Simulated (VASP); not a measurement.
Input of a VASP 6.6.1 run:

The input INCAR:

```
PREC     = Accurate       # precision mode
ENCUT    = 520            # plane-wave cutoff, eV
EDIFF    = 1E-6           # SCF threshold, eV
ISMEAR   = 0              # smearing method
SIGMA    = 0.1            # smearing width, eV
LREAL    = F              # projectors in reciprocal space
LASPH    = T              # aspherical terms in the spheres
NELM     = 80             # most SCF steps
ALGO     = Normal         # electronic algorithm
ISIF     = 2              # what is computed and relaxed
LWAVE    = F              # write WAVECAR
LCHARG   = F              # write CHGCAR
GGA      = PE             # functional
NBANDS   = 22             # bands
```

KPOINTS

```
Automatic mesh
0
Gamma
  6 6 6
```

The input POSCAR:

```
SbO4
1.0
   -1.9627304900      1.9627304900      3.7390589800
    1.9627304900     -1.9627304900      3.7390589800
    1.9627304900      1.9627304900     -3.7390589800
Sb O
1 4
Direct
    0.0000000000      0.0000000000      0.0000000000
    0.7556089200      0.7556089200      0.0000000000
    0.5000000000      0.0000000000      0.5000000000
    0.0000000000      0.5000000000      0.5000000000
    0.2443910800      0.2443910800      0.0000000000
```

Potentials or basis: VASP PAW PBE potentials, release 64 (Sb, O).

Launch:

```console
$ cat potpaw_PBE.64/Sb/POTCAR potpaw_PBE.64/O/POTCAR > POTCAR
$ mpirun -np 1 vasp_std > vasp.out
```

Predict the band gap on the k mesh.

zero (an odd number of electrons rules out a gap without spin polarisation).

What does it give for the pressure?

22.1 GPa.

What does it give for the largest force?

3.669 eV/Å.

Stress tensor (GPa, compression positive):
```
11.65  0.00  0.00
 0.00 11.65  0.00
 0.00  0.00 43.01
```

Caveat: the stress differs along the axes, from 12 to 43 GPa; spin-orbit coupling is left out, which moves the levels of the heavy elements; an odd number of electrons without spin polarisation forces a metal; a magnetic or distorted state may lie lower.
